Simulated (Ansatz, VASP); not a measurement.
Be7B in VASP and in Ansatz

INCAR

```
SYSTEM = Be7B
PREC = Accurate
ENCUT = 520
EDIFF = 1E-6
ISMEAR = 0
SIGMA = 0.1
LREAL = .False.
LASPH = .True.
NELM = 100
ALGO = Fast
ISIF = 2
LWAVE = .False.
LCHARG = .False.
GGA = PE
NBANDS = 18
```

The input KPOINTS:

```
Automatic mesh
0
Gamma
  4 4 4
  0 0 0
```

Contents of POSCAR:

```
Be7B
1.0
    4.2342332200      0.0000000000      0.0000000000
    0.0000000000      4.2342332200      0.0000000000
    0.0000000000      0.0000000000      4.2342332200
Be B
7 1
Direct
    0.2526152100      0.2526152100      0.2526152100
    0.0000000000      0.5000000000      0.5000000000
    0.5000000000      0.5000000000      0.0000000000
    0.5000000000      0.0000000000      0.5000000000
    0.7473847900      0.2526152100      0.7473847900
    0.7473847900      0.7473847900      0.2526152100
    0.2526152100      0.7473847900      0.7473847900
    0.0000000000      0.0000000000      0.0000000000
```

Input for Ansatz:

```yaml
crystal:
  lattice:
    - [4.23423322, 0.0, 0.0]
    - [0.0, 4.23423322, 0.0]
    - [0.0, 0.0, 4.23423322]
  atoms:
    - { symbol: Be, position: [0.25261521, 0.25261521, 0.25261521] }
    - { symbol: Be, position: [0.0, 0.5, 0.5] }
    - { symbol: Be, position: [0.5, 0.5, 0.0] }
    - { symbol: Be, position: [0.5, 0.0, 0.5] }
    - { symbol: Be, position: [0.74738479, 0.25261521, 0.74738479] }
    - { symbol: Be, position: [0.74738479, 0.74738479, 0.25261521] }
    - { symbol: Be, position: [0.25261521, 0.74738479, 0.74738479] }
    - { symbol: B, position: [0.0, 0.0, 0.0] }
basis:
  ecutwfc: 420
kpoints:
  mp_grid: { grid: [4, 4, 4] }
hamiltonian:
  xc: pbe
scf:
  occupations: { method: gaussian, width: 0.1 }
  lower_state_search: "off"
output:
  forces: true
  stress: true
  eigenvalues: true
```

Change from the starting cell: species swapped into the Si7Ge type (P-43m, No. 215).

Alike in both runs: task single point; functional PBE; k mesh 4 × 4 × 4; occupations gaussian, width 0.1 eV; no spin polarisation.

|  | VASP | Ansatz |
| --- | --- | --- |
| version | VASP 6.6.1 | Ansatz 0.2.0 |
| potentials or method | VASP PAW PBE potentials, release 64 (Be, B), cutoff 520 eV | scalar-relativistic, plane waves, PAW |
| valence electrons in the cell | 17 | 17 |

|  | VASP | Ansatz | Ansatz less VASP |
| --- | --- | --- | --- |
| gap on the k mesh at the Fermi level (eV) | none | none | - |
| rms of the force components (eV/Å) | 0.584 | 0.584 | +0.0004 |

Atom by atom the forces differ by 0.000 eV/Å (rms over components). A gap of «none» marks a metal or a gap that the smearing closes.

The k mesh is coarse, so the values compare programs but aren't converged.
